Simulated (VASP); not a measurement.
# Ta (Cmce) in VASP: relaxation of cell and atoms with r2SCAN

Aim: the relaxation of cell and atoms of Ta with r2SCAN.

Program: VASP 6.6.1. These are calculated values, not measurements. Logs are shortened: lines on timing, memory, paths and dates and some standing lists are left out, and cuts for length are marked.

## Step 1: The cell of the first run

Symmetry: Cmce, No. 64, orthorhombic system. The conventional cell has a = 4.511 Å, b = 7.646 Å, c = 4.517 Å, α = 90.00°, β = 90.00°, γ = 90.00°. Within 3.2 Å of Ta (site symmetry m) lie 7 Ta at 2.44 to 2.80 Å.

## Step 2: Relaxation of cell and atoms, r2SCAN

POSCAR reads:

```
Ta
1.0
    2.2557423058     -3.8230648856      0.0000000000
    2.2557423058      3.8230648856      0.0000000000
    0.0000000000      0.0000000000      4.5174856554
Ta
4
Direct
    0.1525000000      0.8475000000      0.0785000000
    0.6525000000      0.3475000000      0.4215000000
    0.8475000000      0.1525000000      0.9215000000
    0.3475000000      0.6525000000      0.5785000000
```

INCAR.step1 reads:

```
PREC     = Accurate       # precision mode
ENCUT    = 600            # plane-wave cutoff, eV
ISMEAR   = 0              # smearing method
SIGMA    = 0.1            # smearing width, eV
LREAL    = F              # projectors in reciprocal space
LASPH    = T              # aspherical terms in the spheres
NELM     = 100            # most SCF steps
GGA      = PE             # functional
ALGO     = Normal         # electronic algorithm
EDIFF    = 1E-4           # SCF threshold, eV
LWAVE    = T              # write WAVECAR
LCHARG   = F              # write CHGCAR
```

INCAR.step2 reads:

```
PREC     = Accurate       # precision mode
ENCUT    = 600            # plane-wave cutoff, eV
EDIFF    = 1E-6           # SCF threshold, eV
ISMEAR   = 0              # smearing method
SIGMA    = 0.1            # smearing width, eV
LREAL    = F              # projectors in reciprocal space
LASPH    = T              # aspherical terms in the spheres
NELM     = 100            # most SCF steps
ALGO     = Normal         # electronic algorithm
ISIF     = 3              # what is computed and relaxed
LWAVE    = F              # write WAVECAR
LCHARG   = F              # write CHGCAR
METAGGA  = R2SCAN         # meta-GGA
LMIXTAU  = T            
IBRION   = 2              # ionic algorithm
NSW      = 90             # ionic steps
EDIFFG   = -0.04          # ionic threshold
ISTART   = 1
```

KPOINTS reads:

```
regular mesh
0
Gamma
  4 4 4
```

Potentials or basis: VASP PAW PBE potentials, release 64 (Ta_pv).

Launch:

```bash
cat potpaw_PBE.64/Ta_pv/POTCAR > POTCAR
cp INCAR.step1 INCAR
mpirun -np 1 vasp_std > vasp.out
cp INCAR.step2 INCAR
mpirun -np 1 vasp_std > vasp.out
```

OUTCAR:

```text
PREC = Accurate
   ENCUT = 600
   EDIFF = 1E-6
   ISMEAR = 0
   LREAL = F
   LASPH = T
   NELM = 100
   ISIF = 3
   METAGGA = R2SCAN
   IBRION = 2
   NSW = 90
   EDIFFG = -0.04
   ISTART = 1

 ion  position               nearest neighbor table
   1  0.153  0.847  0.078-   3 2.44   4 2.71   4 2.71   2 2.74   2 2.74   3 2.80   3 2.80
   2  0.653  0.347  0.422-   4 2.44   3 2.71   3 2.71   1 2.74   1 2.74   4 2.80   4 2.80
   3  0.847  0.153  0.922-   1 2.44   2 2.71   2 2.71   4 2.74   4 2.74   1 2.80   1 2.80
   4  0.347  0.653  0.578-   2 2.44   1 2.71   1 2.71   3 2.74   3 2.74   2 2.80   2 2.80

  LATTYP: Found a base centered orthorhombic cell.
 ALAT       =     4.5114846116
 B/A-ratio  =     1.6948145521
 C/A-ratio  =     1.0013301705

  Lattice vectors:

 A1 = (   2.2557423058,  -3.8230648856,   0.0000000000)
 A2 = (   2.2557423058,   3.8230648856,   0.0000000000)
 A3 = (   0.0000000000,   0.0000000000,   4.5174856554)

Analysis of symmetry for initial positions (statically):
=====================================================================
 Subroutine PRICEL returns:
 Original cell was already a primitive cell.

 Routine SETGRP: Setting up the symmetry group for a
 base centered orthorhombic supercell.

 Subroutine GETGRP returns: Found  8 space group operations
 (whereof  4 operations were pure point group operations)
 out of a pool of  8 trial point group operations.

The static configuration has the point symmetry C_2h.
 The point group associated with its full space group is D_2h.

Analysis of symmetry for dynamics (positions and initial velocities):
=====================================================================
 Subroutine PRICEL returns:
 Original cell was already a primitive cell.

 Routine SETGRP: Setting up the symmetry group for a
 base centered orthorhombic supercell.

 Subroutine GETGRP returns: Found  8 space group operations
 (whereof  4 operations were pure point group operations)
 out of a pool of  8 trial point group operations.

The dynamic configuration has the point symmetry C_2h.
 The point group associated with its full space group is D_2h.

 Subroutine INISYM returns: Found  8 space group operations
 (whereof  4 operations are pure point group operations),
 and found     1 'primitive' translations

----------------------------------------------------------------------------------------

                                     Primitive cell

  volume of cell :      77.9162

  direct lattice vectors                    reciprocal lattice vectors
     2.255742306 -3.823064886  0.000000000     0.221656525 -0.130785120  0.000000000
     2.255742306  3.823064886  0.000000000     0.221656525  0.130785120  0.000000000
     0.000000000  0.000000000  4.517485655     0.000000000  0.000000000  0.221362075

  length of vectors
     4.438941143  4.438941143  4.517485655     0.257364260  0.257364260  0.221362075

  position of ions in fractional coordinates (direct lattice)
     0.152500000  0.847500000  0.078500000
     0.652500000  0.347500000  0.421500000
     0.847500000  0.152500000  0.921500000
     0.347500000  0.652500000  0.578500000

  ion indices of the primitive-cell ions
   primitive index   ion index
                 1           1
                 2           2
                 3           3
                 4           4

----------------------------------------------------------------------------------------

 KPOINTS: regular mesh

Automatic generation of k-mesh.
 Grid dimensions read from file:
 generate k-points for:    4    4    4

 Generating k-lattice:

  Cartesian coordinates                     Fractional coordinates (reciprocal lattice)
     0.055414131 -0.032696280  0.000000000     0.250000000 -0.000000000  0.000000000
     0.055414131  0.032696280  0.000000000    -0.000000000  0.250000000  0.000000000
     0.000000000  0.000000000  0.055340519     0.000000000  0.000000000  0.250000000

  Length of vectors
     0.064341065  0.064341065  0.055340519

  Shift w.r.t. Gamma in fractional coordinates (k-lattice)
     0.000000000  0.000000000  0.000000000

 Subroutine IBZKPT returns following result:
 ===========================================

 Found     21 irreducible k-points:

 Following reciprocal coordinates:
            Coordinates               Weight
  0.000000  0.000000  0.000000      1.000000
  0.250000  0.000000  0.000000      4.000000
  0.500000  0.000000  0.000000      2.000000
  0.250000  0.250000  0.000000      2.000000
  0.500000  0.250000  0.000000      4.000000
 -0.250000  0.250000  0.000000      2.000000
[... 13 lines left out ...]
 -0.250000  0.250000  0.500000      2.000000
  0.500000  0.500000  0.500000      1.000000
   k-points           NKPTS =     21   k-points in BZ     NKDIM =     21   number of bands    NBANDS=     26
   number of dos      NEDOS =    301   number of ions     NIONS =      4
   total plane-waves  NPLWV =  46656
   dimension x,y,z NGX =    36 NGY =   36 NGZ =   36
   dimension x,y,z NGXF=    72 NGYF=   72 NGZF=   72
   ions per type =               4
   NGX,Y,Z   is equivalent  to a cutoff of  13.48, 13.48, 13.25 a.u.
   NGXF,Y,Z  is equivalent  to a cutoff of  26.97, 26.97, 26.50 a.u.
 SYSTEM =  unknown system
   PREC   = accura    normal or accurate (medium, high low for compatibility)
   ISTART =      1    job   : 0-new  1-cont  2-samecut
   ICHARG =      0    charge: 1-file 2-atom 10-const
   ISPIN  =      1    spin polarized calculation?
   LNONCOLLINEAR =      F non collinear calculations
   LSORBIT =      F    spin-orbit coupling
   LASPH  =      T    aspherical Exc in radial PAW
   ENCUT  =  600.0 eV  44.10 Ry    6.64 a.u.   8.87  8.87  9.02*2*pi/ulx,y,z
   NELM   =    100;   NELMIN=  2; NELMDL=  0     # of ELM steps
   EDIFF  = 0.1E-05   stopping-criterion for ELM
   LREAL  =      F    real-space projection
   EDIFFG = -.4E-01   stopping-criterion for IOM
   NSW    =     90    number of steps for IOM
   IBRION =      2    ionic relax: 0-MD 1-quasi-New 2-CG
   NFREE  =      1    steps in history (QN), initial steepest desc. (CG)
   ISIF   =      3    stress and relaxation
   ISYM   =      2    0-nonsym 1-usesym 2-fastsym
   POTIM  = 0.5000    time-step for ionic-motion
   TEBEG  =    0.0;   TEEND  =   0.0 temperature during run
   PSTRESS=    0.0 pullay stress
   NELECT =      44.0000    total number of electrons
   NUPDOWN=      -1.0000    fix difference up-down
   EMIN   =  10.00;   EMAX   =-10.00  energy-range for DOS
   EFERMI =   0.00;   METHOD = LEGACY
   ISMEAR =     0;   SIGMA  =   0.10  broadening in eV -4-tet -1-fermi 0-gaus
   EFERMI_NEDOS =   21; number of points for ismear=-14 and -15
   IALGO  =     38    algorithm
   IMIX   =      4    mixing-type and parameters
     AMIX     =   0.40;   BMIX     =  1.00
     AMIX_MAG =   1.60;   BMIX_MAG =  1.00
  volume/ion in A,a.u.               =      19.48       131.45
  Fermi-wavevector in a.u.,A,eV,Ry     =   1.353162  2.557105 24.912907  1.831047
  Thomas-Fermi vector in A             =   2.480440
   LORBIT       =      0    0 simple, 1 ext, 2 COOP (PROOUT), +10 PAW based schemes
   METAGGA = R2SCAN    functional components
   LHFCALC =     F    Hartree Fock is set to
   AEXX    =    0.0000 exact exchange contribution
   IVDW    =     0    specifies the selected vdW correction
   LEPSILON=     F    determine dielectric tensor
   LRPA    =     F    only Hartree local field effects (RPA)
 conjugate gradient relaxation of ions
 non-spin polarized calculation
 Gauss-broadening in eV      SIGMA  =   0.10
  energy-cutoff  :      600.00
  volume of cell :       77.92
 maximum number of plane-waves:      2620
   NGX = 17   NGY = 17   NGZ = 19

--------------------------------------- Ionic step        1  -------------------------------------------

 number of electron      44.0000002 magnetization

 Free energy of the ion-electron system (eV)
  ---------------------------------------------------
  ext. energy  EPLUGINS =         0.00000000
  ---------------------------------------------------
  free energy    TOTEN  =      -187.91857130 eV

  energy without entropy =     -187.87885026  energy(sigma->0) =     -187.89871078

------------------------ aborting loop because EDIFF is reached ----------------------------------------

  FORCE on cell =-STRESS in cart. coord.  units (eV):
  Direction    XX          YY          ZZ          XY          YZ          ZX
  --------------------------------------------------------------------------------------
  -------------------------------------------------------------------------------------
  Total        8.4796435     17.5744088      3.7248595      0.0000000     -0.0000000      0.0000000
  in kB      174.3653736    361.3793847     76.5936110      0.0000000     -0.0000000      0.0000000
  external PRESSURE =     204.1127898 kB  Pullay stress =       0.0000000 kB
[... 23 lines left out ...]
  energy  without entropy=     -187.8788502604  energy(sigma->0) =     -187.89871078

--------------------------------------- Ionic step        2  -------------------------------------------

 number of electron      44.0000011 magnetization

 E-fermi :   2.5617     XC(G=0): -11.1526

 val. band max:        2.5505009842   @ k =   0.5000   0.5000   0.5000
 cond. band min:       2.5653993221   @ k =   0.2500   0.0000   0.2500
 fundamental gap:      0.0148983379
 Fermi energy:         2.5617036006

 k-point     1 :       0.0000    0.0000    0.0000
  band No.  band energies     occupation
      1     -33.2950      2.00000
      2     -33.2828      2.00000
      3     -33.1320      2.00000
      4     -33.1248      2.00000
      5     -32.9173      2.00000
      6     -32.8543      2.00000
[... 667 lines left out ...]
  FREE ENERGIE OF THE ION-ELECTRON SYSTEM (eV)
  ---------------------------------------------------
  free  energy   TOTEN  =      -189.1072928931 eV

  energy  without entropy=     -189.0824741780  energy(sigma->0) =     -189.09488354

[... ionic steps 4 to 31 ...]

--------------------------------------- Ionic step       32  -------------------------------------------

 number of electron      44.0000007 magnetization

------------------------ aborting loop because EDIFF is reached ----------------------------------------

  FORCE on cell =-STRESS in cart. coord.  units (eV):
  Direction    XX          YY          ZZ          XY          YZ          ZX
  --------------------------------------------------------------------------------------
  -------------------------------------------------------------------------------------
  Total       -0.0604830     -0.1944066      0.0235062      0.0000000     -0.0000000      0.0000000
  in kB       -1.2865038     -4.1351244      0.4999896      0.0000000     -0.0000000      0.0000000
  external PRESSURE =      -1.6405462 kB  Pullay stress =       0.0000000 kB
[... 61 lines left out ...]
  energy  without entropy=     -192.6938578406  energy(sigma->0) =     -192.69789163

--------------------------------------- Ionic step       34  -------------------------------------------

 number of electron      44.0000006 magnetization

 Free energy of the ion-electron system (eV)
  ---------------------------------------------------
  ext. energy  EPLUGINS =         0.00000000
  ---------------------------------------------------
  free energy    TOTEN  =      -192.70205873 eV

  energy without entropy =     -192.69428586  energy(sigma->0) =     -192.69817230

 E-fermi :   5.6139     XC(G=0): -13.4523

 val. band max:        5.5694975189   @ k =   0.0000   0.0000   0.0000
 cond. band min:       5.6608051832   @ k =   0.5000   0.0000   0.0000
 fundamental gap:      0.0913076643
 Fermi energy:         5.6139321652

 k-point     1 :       0.0000    0.0000    0.0000
  band No.  band energies     occupation
      1     -30.7483      2.00000
      2     -30.4188      2.00000
      3     -30.3002      2.00000
      4     -30.0322      2.00000
      5     -29.9076      2.00000
      6     -29.8286      2.00000
[... 629 lines left out ...]
  FREE ENERGIE OF THE ION-ELECTRON SYSTEM (eV)
  ---------------------------------------------------
  free  energy   TOTEN  =      -192.7020587336 eV

  energy  without entropy=     -192.6942858600  energy(sigma->0) =     -192.69817230

 reached required accuracy - stopping structural energy minimisation
```

It took 63 min on 1 thread of Intel Xeon Platinum 8259CL at 2.50GHz (Skylake/Cascade Lake), shared host; peak memory 0.26 GiB.

Results:

| Property | Result |
| --- | --- |
| Free energy | -192.7021 eV |
| Relaxed volume | 18.81 Å³/atom |
| Relaxed cell | a = 5.551 Å, b = 5.551 Å, c = 3.153 Å, α = 90.00°, β = 90.00°, γ = 129.23° |
| Space group after relaxing (to 0.05 Å) | Fmmm (No. 69) |
| Energy gained by relaxing | 1195.9 meV/atom |
| Ionic steps | 34 |
| Pressure after relaxing | 0.0 GPa |
| Largest force after relaxing | 0.012 eV/Å |
| Band gap on the k mesh | zero (band 22 reaches 6.09 eV, above the bottom of band 23 at 4.56 eV) |

Forces on the atoms (eV/Å):
```
Ta   0.000 -0.011  0.004
Ta   0.000 -0.011 -0.004
Ta   0.000  0.011 -0.004
Ta   0.000  0.011  0.004
```

Stress tensor (GPa, compression positive):
```
 0.00  0.00  0.00
 0.00 -0.12  0.00
 0.00  0.00  0.10
```

Step by step:
```
step  energy change (eV)  largest force (eV/Å)  pressure (GPa)  volume (Å³)
   1              0.0000                2.0644           20.41        77.92
   2             -0.0975                0.3516          -16.99       108.76
   3             -1.1887                0.4875           -4.12        91.74
   4             -1.1925                0.5170           -3.31        91.06
   5             -1.2974                1.1202            3.33        87.60
   6             -1.3096                0.8042            1.51        88.43
   7             -1.4559                0.8656            0.28        88.86
   8             -1.9671                1.2168           -3.90        89.34
   9             -3.3736                0.7983           -9.54        86.82
  10             -2.9930                1.7336           -9.61        88.20
  11             -3.3260                1.1274          -10.07        87.25
  12             -3.3619                0.9845           -9.84        86.98
  13             -3.3891                0.7822           -9.36        86.58
  14             -3.3922                0.7014           -9.11        86.43
  15             -3.4378                0.7330           -8.53        85.94
  16             -3.5638                0.8610           -6.65        84.51
  17             -3.7610                1.2394           -2.35        81.67
  18             -3.8814                2.2896            9.08        76.13
  19             -3.9679                2.2905            9.35        75.70
  20             -4.1893                2.1579           10.32        74.40
  21             -4.2965                1.3793           14.86        71.66
  22             -4.5330                0.7244            6.65        73.91
  23             -4.6259                0.2099           -1.03        76.37
  24             -4.6840                0.1915           -1.25        76.33
  25             -4.7442                0.1677           -1.43        76.23
  26             -4.7533                0.2554           -1.36        76.18
  27             -4.7626                0.4363           -1.15        76.05
  28             -4.7626                0.4263           -1.23        76.10
  29             -4.7631                0.4329           -1.20        76.08
  30             -4.7759                0.2996           -0.23        75.55
  31             -4.7809                0.1296            0.87        74.99
  32             -4.7833                0.0263           -0.16        75.32
  33             -4.7834                0.0165           -0.10        75.30
  34             -4.7835                0.0117           -0.01        75.26
```

Final structure:
```
Ta
1.0
     2.37945   -5.01498    0.00000
     2.37945    5.01498    0.00000
     0.00000    0.00000    3.15344
Ta
4
Cartesian
  2.3794 3.6589 3.1532
  2.3795 -1.3561 1.5769
  2.3794 -3.6589 0.0002
  2.3795 1.3561 1.5765
```

Levels at points of the mesh, in eV from the Fermi level:
```
           k point  band 19  band 20  band 21  band 22  band 23  band 24  band 25  band 26
(0.00, 0.00, 0.00)    -1.79    -1.15    -1.00    -0.30    -0.04     0.11     2.21     2.43
(0.50, 0.00, 0.00)    -0.78    -0.78     0.05     0.05     0.23     0.23     1.06     1.06
(0.50, 0.50, 0.00)    -1.45    -0.26     0.30     0.48     0.54     0.70     0.96     2.07
(0.00, 0.00, 0.50)    -1.76    -1.76    -1.02    -1.02     0.45     0.45     1.61     1.61
(0.50, 0.00, 0.50)    -2.35    -2.35    -0.23    -0.23     1.05     1.05     2.38     2.38
(0.50, 0.50, 0.50)    -1.87    -1.87    -1.10    -1.10     0.14     0.14     0.79     0.79
```

Caveat: the k points lie up to 0.50 Å⁻¹ apart in the final cell; the PAW data sets were made with another functional, which shifts forces and pressure a little; spin-orbit coupling is left out, which moves the levels of the heavy elements.
